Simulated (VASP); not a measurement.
# C (P6_3/mmc) in VASP: notebook

C is run at these levels: PBE+D3(BJ); tasks: single point.

All numbers are computed with VASP 6.6.1; they aren't measurements. Logs are shortened: lines on timing, memory, paths and dates and some standing lists are left out, and cuts for length are marked.

**1. The cell of the first run**

The structure is hexagonal, space group P6_3/mmc (No. 194). Conventional cell: a = 2.456 Å, b = 2.456 Å, c = 6.696 Å, α = 90.00°, β = 90.00°, γ = 120.00°. C (site symmetry -6m2) has 3 C at 1.42 Å within 1.9 Å. Within 1.9 Å of C (site symmetry -6m2) lie 3 C at 1.42 Å.

**2. Single point, PBE+D3(BJ)**

The input, INCAR:

```
SYSTEM = C
ALGO = Normal
EDIFF = 1E-6
ENCUT = 600
GGA = PE
GGA_COMPAT = .False.
ISIF = 2
ISMEAR = 0
IVDW = 12
LASPH = .True.
LCHARG = .False.
LREAL = .False.
LWAVE = .False.
NBANDS = 16
NELM = 120
PREC = Accurate
SIGMA = 0.1
```

The input, KPOINTS:

```
k-points
0
Gamma
  15 15 6
  0 0 0
```

The input, POSCAR:

```
C
1.0
    2.4560000000      0.0000000000      0.0000000000
   -1.2280000000      2.1269583917      0.0000000000
    0.0000000000      0.0000000000      6.6960000000
C
4
Direct
    0.0000000000      0.0000000000      0.7500000000
    0.0000000000      0.0000000000      0.2500000000
    0.3333333333      0.6666666667      0.7500000000
    0.6666666667      0.3333333333      0.2500000000
```

Potentials or basis: VASP PAW PBE potentials, release 64 (C).

Launch:

```bash
$ cat potpaw_PBE.64/C/POTCAR > POTCAR
$ mpirun -np 1 vasp_std > vasp.out
```

OUTCAR:

```text
SYSTEM = C
   EDIFF = 1E-6
   ENCUT = 600
   GGA = PE
   ISIF = 2
   ISMEAR = 0
   IVDW = 12
   LASPH = .True.
   LREAL = .False.
   NELM = 120
   PREC = Accurate
 IVDW          = 12

 ion  position               nearest neighbor table
   1  0.000  0.000  0.750-   3 1.42   3 1.42   3 1.42
   2  0.000  0.000  0.250-   4 1.42   4 1.42   4 1.42
   3  0.333  0.667  0.750-   1 1.42   1 1.42   1 1.42
   4  0.667  0.333  0.250-   2 1.42   2 1.42   2 1.42

  LATTYP: Found a hexagonal cell.
 ALAT       =     2.4560000000
 C/A-ratio  =     2.7263843648

  Lattice vectors:

 A1 = (   2.4560000000,   0.0000000000,   0.0000000000)
 A2 = (  -1.2280000000,   2.1269583917,   0.0000000000)
 A3 = (   0.0000000000,   0.0000000000,   6.6960000000)

Analysis of symmetry for initial positions (statically):
=====================================================================
 Subroutine PRICEL returns:
 Original cell was already a primitive cell.

 Routine SETGRP: Setting up the symmetry group for a
 hexagonal supercell.

 Subroutine GETGRP returns: Found 24 space group operations
 (whereof 12 operations were pure point group operations)
 out of a pool of 24 trial point group operations.

The static configuration has the point symmetry D_3d.
 The point group associated with its full space group is D_6h.

Analysis of symmetry for dynamics (positions and initial velocities):
=====================================================================
 Subroutine PRICEL returns:
 Original cell was already a primitive cell.

 Routine SETGRP: Setting up the symmetry group for a
 hexagonal supercell.

 Subroutine GETGRP returns: Found 24 space group operations
 (whereof 12 operations were pure point group operations)
 out of a pool of 24 trial point group operations.

The dynamic configuration has the point symmetry D_3d.
 The point group associated with its full space group is D_6h.

 Subroutine INISYM returns: Found 24 space group operations
 (whereof 12 operations are pure point group operations),
 and found     1 'primitive' translations

----------------------------------------------------------------------------------------

                                     Primitive cell

  volume of cell :      34.9786

  direct lattice vectors                    reciprocal lattice vectors
     2.456000000  0.000000000  0.000000000     0.407166124  0.235077471  0.000000000
    -1.228000000  2.126958392  0.000000000     0.000000000  0.470154942  0.000000000
     0.000000000  0.000000000  6.696000000     0.000000000  0.000000000  0.149342891

  length of vectors
     2.456000000  2.456000000  6.696000000     0.470154942  0.470154942  0.149342891

  position of ions in fractional coordinates (direct lattice)
     0.000000000  0.000000000  0.750000000
     0.000000000  0.000000000  0.250000000
     0.333333333  0.666666667  0.750000000
     0.666666667  0.333333333  0.250000000

  ion indices of the primitive-cell ions
   primitive index   ion index
                 1           1
                 2           2
                 3           3
                 4           4

----------------------------------------------------------------------------------------

 KPOINTS: k-points

Automatic generation of k-mesh.
 Grid dimensions read from file:
 generate k-points for:   15   15    6

 Generating k-lattice:

  Cartesian coordinates                     Fractional coordinates (reciprocal lattice)
     0.027144408  0.015671831  0.000000000     0.066666667  0.000000000  0.000000000
     0.000000000  0.031343663  0.000000000     0.000000000  0.066666667  0.000000000
     0.000000000  0.000000000  0.024890482     0.000000000  0.000000000  0.166666667

  Length of vectors
     0.031343663  0.031343663  0.024890482

  Shift w.r.t. Gamma in fractional coordinates (k-lattice)
     0.000000000  0.000000000  0.000000000

 Subroutine IBZKPT returns following result:
 ===========================================

 Found    108 irreducible k-points:

 Following reciprocal coordinates:
            Coordinates               Weight
  0.000000  0.000000  0.000000      1.000000
  0.066667 -0.000000  0.000000      6.000000
  0.133333  0.000000  0.000000      6.000000
  0.200000 -0.000000  0.000000      6.000000
  0.266667  0.000000  0.000000      6.000000
  0.333333 -0.000000  0.000000      6.000000
[... 16 lines left out ...]
  0.333333  0.200000  0.000000     12.000000
  0.400000  0.200000  0.000000      6.000000
 [... further k-points ...]
   k-points           NKPTS =    108   k-points in BZ     NKDIM =    108   number of bands    NBANDS=     16
   number of dos      NEDOS =    301   number of ions     NIONS =      4
   total plane-waves  NPLWV =  21600
   dimension x,y,z NGX =    20 NGY =   20 NGZ =   54
   dimension x,y,z NGXF=    40 NGYF=   40 NGZF=  108
   ions per type =               4
   NGX,Y,Z   is equivalent  to a cutoff of  13.54, 13.54, 13.41 a.u.
   NGXF,Y,Z  is equivalent  to a cutoff of  27.08, 27.08, 26.81 a.u.
 SYSTEM =  C
   PREC   = accura    normal or accurate (medium, high low for compatibility)
   ISTART =      0    job   : 0-new  1-cont  2-samecut
   ICHARG =      2    charge: 1-file 2-atom 10-const
   ISPIN  =      1    spin polarized calculation?
   LNONCOLLINEAR =      F non collinear calculations
   LSORBIT =      F    spin-orbit coupling
   LASPH  =      T    aspherical Exc in radial PAW
   ENCUT  =  600.0 eV  44.10 Ry    6.64 a.u.   4.91  4.91 13.37*2*pi/ulx,y,z
   NELM   =    120;   NELMIN=  2; NELMDL= -5     # of ELM steps
   EDIFF  = 0.1E-05   stopping-criterion for ELM
   LREAL  =      F    real-space projection
   EDIFFG = 0.1E-04   stopping-criterion for IOM
   NSW    =      0    number of steps for IOM
   IBRION =     -1    ionic relax: 0-MD 1-quasi-New 2-CG
   NFREE  =      0    steps in history (QN), initial steepest desc. (CG)
   ISIF   =      2    stress and relaxation
   ISYM   =      2    0-nonsym 1-usesym 2-fastsym
   POTIM  = 0.5000    time-step for ionic-motion
   TEBEG  =    0.0;   TEEND  =   0.0 temperature during run
   PSTRESS=    0.0 pullay stress
   NELECT =      16.0000    total number of electrons
   NUPDOWN=      -1.0000    fix difference up-down
   EMIN   =  10.00;   EMAX   =-10.00  energy-range for DOS
   EFERMI =   0.00;   METHOD = LEGACY
   ISMEAR =     0;   SIGMA  =   0.10  broadening in eV -4-tet -1-fermi 0-gaus
   EFERMI_NEDOS =   21; number of points for ismear=-14 and -15
   IALGO  =     38    algorithm
   IMIX   =      4    mixing-type and parameters
     AMIX     =   0.40;   BMIX     =  1.00
     AMIX_MAG =   1.60;   BMIX_MAG =  1.00
  volume/ion in A,a.u.               =       8.74        59.01
  Fermi-wavevector in a.u.,A,eV,Ry     =   1.261384  2.383670 21.648079  1.591089
  Thomas-Fermi vector in A             =   2.394846
   LORBIT       =      0    0 simple, 1 ext, 2 COOP (PROOUT), +10 PAW based schemes
   GGA     = PE    functional components
   LHFCALC =     F    Hartree Fock is set to
   AEXX    =    0.0000 exact exchange contribution
   IVDW    =    12    specifies the selected vdW correction
   LEPSILON=     F    determine dielectric tensor
   LRPA    =     F    only Hartree local field effects (RPA)
 non-spin polarized calculation
 Gauss-broadening in eV      SIGMA  =   0.10
  energy-cutoff  :      600.00
  volume of cell :       34.98
 maximum number of plane-waves:      1196
 NGX is ok and might be reduce to    20
   NGX =  9   NGY =  9   NGZ = 27

 number of electron      16.0000002 magnetization

 Free energy of the ion-electron system (eV)
  ---------------------------------------------------
  ext. energy  EPLUGINS =         0.00000000
  ---------------------------------------------------
  free energy    TOTEN  =       -36.84482706 eV

  energy without entropy =      -36.84367120  energy(sigma->0) =      -36.84424913

 E-fermi :   4.7559     XC(G=0): -10.3600

 val. band max:        4.7535562941   @ k =   0.3333   0.3333   0.5000
 cond. band min:       4.7647345555   @ k =   0.3333   0.3333   0.3333
 fundamental gap:      0.0111782615
 Fermi energy:         4.7558871707

 k-point     1 :       0.0000    0.0000    0.0000
  band No.  band energies     occupation
      1     -14.9803      2.00000
      2     -14.6771      2.00000
      3      -3.8322      2.00000
      4      -1.8521      2.00000
      5       1.7481      2.00000
      6       1.7481      2.00000
[... 8 lines left out ...]
     15      16.2518      0.00000
     16      16.4651      0.00000

 k-point     2 :       0.0667   -0.0000    0.0000
  band No.  band energies     occupation
      1     -14.8735      2.00000
      2     -14.5722      2.00000
      3      -3.7023      2.00000
      4      -1.7305      2.00000
      5       1.3163      2.00000
      6       1.3453      2.00000
[... 8 lines left out ...]
     15      15.8700      0.00000
     16      16.1062      0.00000

 k-point     3 :       0.1333    0.0000    0.0000
  band No.  band energies     occupation
      1     -14.5539      2.00000
      2     -14.2584      2.00000
      3      -3.3141      2.00000
      4      -1.3684      2.00000
      5       0.1712      2.00000
      6       0.2227      2.00000
[... 8 lines left out ...]
     15      15.1026      0.00000
     16      15.7482      0.00000

 k-point     4 :       0.2000   -0.0000    0.0000
  band No.  band energies     occupation
      1     -14.0238      2.00000
      2     -13.7379      2.00000
      3      -2.6734      2.00000
      4      -1.3986      2.00000
      5      -1.3201      2.00000
      6      -0.7744      2.00000
[... 8 lines left out ...]
     15      16.6924      0.00000
     16      16.7405      0.00000
[... 324 lines left out ...]
 k-point    22 :       0.2667    0.2000    0.0000
  band No.  band energies     occupation
      1     -11.1363      2.00000
      2     -10.9031      2.00000
      3      -5.5181      2.00000
      4      -5.4113      2.00000
      5      -3.5816      2.00000
      6      -3.5034      2.00000
[... 8 lines left out ...]
     15      17.5466      0.00000
     16      18.2273      0.00000

 k-point    23 :       0.3333    0.2000    0.0000
  band No.  band energies     occupation
      1      -9.9698      2.00000
      2      -9.7625      2.00000
      3      -6.9743      2.00000
      4      -6.8299      2.00000
      5      -4.0200      2.00000
      6      -3.9209      2.00000
[... 8 lines left out ...]
     15      17.3445      0.00000
     16      17.7406      0.00000

 k-point    24 :       0.4000    0.2000    0.0000
  band No.  band energies     occupation
      1      -8.9814      2.00000
      2      -8.8749      2.00000
      3      -7.9848      2.00000
      4      -7.9166      2.00000
      5      -4.1555      2.00000
      6      -4.0514      2.00000
[... 8 lines left out ...]
     15      16.9197      0.00000
     16      16.9476      0.00000

 [... further k-points ...]

------------------------ aborting loop because EDIFF is reached ----------------------------------------

 Edisp (eV)   -0.62732

 E8    (eV) :    -0.1778

  FORCE on cell =-STRESS in cart. coord.  units (eV):
  Direction    XX          YY          ZZ          XY          YZ          ZX
  --------------------------------------------------------------------------------------
  -------------------------------------------------------------------------------------
  Total       1.11035     1.11035    -0.03756     0.00000    -0.00000     0.00000
  in kB      50.85893    50.85893    -1.72026     0.00000    -0.00000     0.00000
  external pressure =       33.33 kB  Pullay stress =        0.00 kB

 VOLUME and BASIS-vectors are now :
 -----------------------------------------------------------------------------
  energy-cutoff  :      600.00
  volume of cell :       34.98
      direct lattice vectors                 reciprocal lattice vectors
     2.456000000  0.000000000  0.000000000     0.407166124  0.235077471  0.000000000
    -1.228000000  2.126958392  0.000000000     0.000000000  0.470154942  0.000000000
     0.000000000  0.000000000  6.696000000     0.000000000  0.000000000  0.149342891

 POSITION                                       TOTAL-FORCE (eV/Angst)
 -----------------------------------------------------------------------------------
      0.00000      0.00000      5.02200         0.000000     -0.000000     -0.000000
      0.00000      0.00000      1.67400        -0.000000      0.000000     -0.000000
     -0.00000      1.41797      5.02200        -0.000000      0.000000      0.000000
      1.22800      0.70899      1.67400         0.000000      0.000000     -0.000000
 -----------------------------------------------------------------------------------
    total drift:                                0.000000     -0.000000     -0.000000

  FREE ENERGIE OF THE ION-ELECTRON SYSTEM (eV)
  ---------------------------------------------------
  free  energy   TOTEN  =       -37.4721507296 eV

  energy  without entropy=      -37.4709948651  energy(sigma->0) =      -37.47157280
```

Run time: 23 s. Hardware: 1 thread of Intel Xeon 6975P-C (Granite Rapids), shared host; peak memory 0.2 GiB.

Results:

* Free energy: -37.4722 eV
* Pressure: 3.3 GPa
* Band gap on the k mesh: zero (band 8 reaches 4.76 eV, above the bottom of band 9 at 4.74 eV)
* Dispersion energy per atom: -0.157 eV

**3. Single point, PBE+D3(BJ)**

The input, INCAR:

```
  PREC = Accurate
  ENCUT = 600
  EDIFF = 1E-6
  ISMEAR = 0
  SIGMA = 0.1
  LREAL = False
  LASPH = True
  NELM = 120
  ALGO = Normal
  ISIF = 2
  LWAVE = False
  LCHARG = False
  GGA = PE
  IVDW = 12
  NBANDS = 16
  GGA_COMPAT = False
```

The input, KPOINTS:

```
Automatic mesh
0
Gamma
  15 15 6
```

POSCAR is that of step 2.

Potentials or basis: VASP PAW PBE potentials, release 64 (C).

Launch:

```bash
$ cat potpaw_PBE.64/C/POTCAR > POTCAR
$ mpirun -np 1 vasp_std > vasp.out
```

It took 23 s on 1 thread of Intel Xeon 6975P-C (Granite Rapids), shared host; peak memory 0.19 GiB.

It converged, with:

- Free energy: -37.4722 eV
- Pressure: 3.3 GPa
- Band gap on the k mesh: zero (band 8 reaches 4.76 eV, above the bottom of band 9 at 4.74 eV)
- Dispersion energy per atom: -0.157 eV

Stress tensor (GPa, compression positive):
```
 5.09  0.00  0.00
 0.00  5.09  0.00
 0.00  0.00 -0.17
```

Levels at points of the mesh, in eV from the Fermi level:
```csv
k point,band 5,band 6,band 7,band 8,band 9,band 10,band 11,band 12
"(0.00, 0.00, 0.00)",-3.01,-3.01,-2.99,-2.99,4.27,8.40,8.40,8.45
"(0.00, 0.00, 0.50)",-3.00,-3.00,-3.00,-3.00,6.92,6.92,8.42,8.42
```

**4. Single point, PBE+D3(BJ)**

The input, INCAR:

```
SYSTEM = C
  ALGO = Normal
  EDIFF = 1E-6
  ENCUT = 600
  GGA = PE
  GGA_COMPAT = .FALSE.
  ISIF = 2
  ISMEAR = 0
  IVDW = 12
  LASPH = .TRUE.
  LCHARG = .TRUE.
  LELF = .TRUE.
  LREAL = .FALSE.
  LVHAR = .TRUE.
  LWAVE = .FALSE.
  NBANDS = 16
  NELM = 120
  PREC = Accurate
  SIGMA = 0.1
```

The input, KPOINTS:

```
k-points
0
G
  21 21 6
  0 0 0
```

POSCAR is that of step 3.

Launch:

```bash
$ cat potpaw_PBE.64/C/POTCAR > POTCAR
$ mpirun -np 1 vasp_std > vasp.out
```

Wall time 41 s (1 thread of Intel Xeon 6975P-C (Granite Rapids), shared host); peak memory 0.23 GiB.

It converged, with:

* Free energy: -37.4741 eV
* Pressure: 3.3 GPa
* Band gap on the k mesh: zero (band 8 reaches 4.76 eV, above the bottom of band 9 at 4.74 eV)
* Dispersion energy per atom: -0.157 eV

Stress tensor (GPa, compression positive):
```
 5.06  0.00  0.00
 0.00  5.06  0.00
 0.00  0.00 -0.14
```

Levels at points of the mesh, in eV from the Fermi level:
```csv
k point,band 4,band 5,band 6,band 7,band 8,band 9,band 10,band 11,band 12,band 13
"(0.00, 0.00, 0.00)",-6.61,-3.01,-3.01,-2.99,-2.99,4.27,8.40,8.40,8.45,8.45
"(0.00, 0.00, 0.50)",-7.70,-3.00,-3.00,-3.00,-3.00,6.92,6.92,8.42,8.42,8.42
```

**5. Single point, PBE+D3(BJ)**

The input, INCAR:

```
  PREC = Accurate
  ENCUT = 600
  EDIFF = 1E-6
  ISMEAR = 0
  SIGMA = 0.1
  LREAL = F
  LASPH = T
  NELM = 120
  ALGO = Normal
  ISIF = 2
  LWAVE = F
  LCHARG = T
  GGA = PE
  IVDW = 12
  LELF = T
  LVHAR = T
  NBANDS = 16
  GGA_COMPAT = F
```

The input, KPOINTS:

```
Automatic mesh
0
Gamma
  27 27 8
```

POSCAR is that of step 4.

Launch:

```bash
$ cat potpaw_PBE.64/C/POTCAR > POTCAR
$ mpirun -np 1 vasp_std > vasp.out
```

Run time: 78 s. Hardware: 1 thread of Intel Xeon 6975P-C (Granite Rapids), shared host; peak memory 0.3 GiB.

The run converged. Its results:

- Free energy: -37.4745 eV
- Pressure: 3.3 GPa
- Band gap on the k mesh: zero (band 8 reaches 4.77 eV, above the bottom of band 9 at 4.74 eV)
- Dispersion energy per atom: -0.157 eV

Stress tensor (GPa, compression positive):
```
 5.05  0.00  0.00
 0.00  5.05  0.00
 0.00  0.00 -0.13
```

Levels at points of the mesh, in eV from the Fermi level:
```
           k point  band 5  band 6  band 7  band 8  band 9  band 10  band 11  band 12
(0.00, 0.00, 0.00)   -3.01   -3.01   -2.99   -2.99    4.27     8.40     8.40     8.45
(0.00, 0.00, 0.50)   -3.00   -3.00   -3.00   -3.00    6.92     6.92     8.42     8.42
```

**6. Single point, PBE+D3(BJ)**

The input, INCAR:

```
SYSTEM = C
ALGO = Normal ; EDIFF = 1E-6
ENCUT = 600 ; GGA = PE
GGA_COMPAT = .FALSE. ; ISIF = 2
ISMEAR = 0 ; IVDW = 12
LASPH = .TRUE. ; LCHARG = .TRUE.
LELF = .TRUE. ; LREAL = .FALSE.
LVHAR = .TRUE. ; LWAVE = .FALSE.
NBANDS = 16 ; NELM = 120
PREC = Accurate ; SIGMA = 0.1
```

The input, KPOINTS:

```
k-points
0
G
  33 33 10
  0 0 0
```

POSCAR is that of step 5.

Potentials or basis: VASP PAW PBE potentials, release 64 (C).

Launch:

```bash
$ cat potpaw_PBE.64/C/POTCAR > POTCAR
$ mpirun -np 1 vasp_std > vasp.out
```

Wall time 2.3 min (1 thread of Intel Xeon 6975P-C (Granite Rapids), shared host); peak memory 0.41 GiB.

It converged, with:

- Free energy: -37.4746 eV
- Pressure: 3.3 GPa
- Band gap on the k mesh: zero (band 8 reaches 4.77 eV, above the bottom of band 9 at 4.74 eV)
- Dispersion energy per atom: -0.157 eV

Stress tensor (GPa, compression positive):
```
 5.05  0.00  0.00
 0.00  5.05  0.00
 0.00  0.00 -0.13
```

Levels at points of the mesh, in eV from the Fermi level:
| k point | band 5 | band 6 | band 7 | band 8 | band 9 | band 10 | band 11 | band 12 |
| --- | --- | --- | --- | --- | --- | --- | --- | --- |
| (0.00, 0.00, 0.00) | -3.01 | -3.01 | -2.99 | -2.99 | 4.27 | 8.40 | 8.40 | 8.45 |
| (0.00, 0.00, 0.50) | -3.00 | -3.00 | -3.00 | -3.00 | 6.92 | 6.92 | 8.42 | 8.42 |

**7. Summary**

```csv
k mesh,gap on the mesh (eV),pressure (GPa)
15 × 15 × 6,none,3.3
21 × 21 × 6,none,3.3
27 × 27 × 8,none,3.3
33 × 33 × 10,none,3.3
```

Alike in all rows: task single point; level PBE+D3(BJ); potentials or basis VASP PAW PBE potentials, release 64 (C); no spin polarisation; cell as given; cutoff (eV) 600; smearing gaussian 0.1 eV.

Every run on the cell as given and a fine mesh finds a metal.

Absolute energies hang on the potentials; compare differences alone.
